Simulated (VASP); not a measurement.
Ru: relaxation of cell and atoms with PBEsol

The system is Ru.

```
Ru
1.0
    -1.50718    1.50718    1.50718
     1.50718   -1.50718    1.50718
     1.50718    1.50718   -1.50718
Ru
1
Direct
  0.00000 0.00000 0.00000
```

This isn't the form of Ru at room conditions, which is hcp.

- Program: VASP 6.6.1
- Task: relaxation of cell and atoms
- Functional: PBEsol
- Potentials or basis: VASP PAW PBE potentials, release 64 (Ru_pv)
- Cutoff: 600 eV
- k mesh: 20 × 20 × 20
- Occupations: gaussian, width 0.1 eV
- Spin: no spin polarisation
- Dipole correction: no
- Further INCAR settings: ALGO = Fast; EDIFF = 1e-06; IBRION = 2; EDIFFG = -0.01; NSW = 80; ISIF = 3

```yaml
Relaxed_volume: 13.75 Å³/atom
Relaxed_cell: a = 2.614 Å, b = 2.614 Å, c = 2.614 Å, α = 109.47°, β = 109.47°, γ = 109.47°
Space_group_after_relaxing_to_0.1_Å: Im-3m (No. 229)
Energy_gained_by_relaxing: 0.2 meV/atom
Ionic_steps: 3
Pressure_after_relaxing: 0.0 GPa
Band_gap_on_the_k_mesh: zero (bands 7 and 8 overlap by 3.70 eV)
```

Step by step:
```
step  energy change (eV)  largest force (eV/Å)  pressure (GPa)  volume (Å³)
   1              0.0000                0.0000            1.15        13.69
   2              0.0013                0.0000           -3.32        13.89
   3             -0.0002                0.0000            0.04        13.75
```

Final structure:
```
CELL_PARAMETERS angstrom
-1.50908 1.50908 1.50908
1.50908 -1.50908 1.50908
1.50908 1.50908 -1.50908
ATOMIC_POSITIONS crystal
Ru 0.00000 0.00000 0.00000
```

Levels at points of the mesh, in eV from the Fermi level:
| k point | band 5 | band 6 | band 7 | band 8 | band 9 | band 10 |
| --- | --- | --- | --- | --- | --- | --- |
| (0.00, 0.00, 0.00) | -2.87 | -2.87 | -2.87 | -0.10 | -0.10 | 10.38 |
| (0.50, 0.00, 0.00) | -4.67 | -0.11 | 0.38 | 1.15 | 2.52 | 10.29 |
| (0.50, 0.50, 0.50) | -6.43 | 1.89 | 1.89 | 1.89 | 9.35 | 9.35 |

Wall time 88 s on 1 thread of Intel Xeon 8259CL, with other jobs on the host, peak memory 0.18 GiB.

Caveat: the PAW data sets were made with another functional, which shifts forces and pressure a little. Zero-point motion and thermal expansion aren't in these numbers.
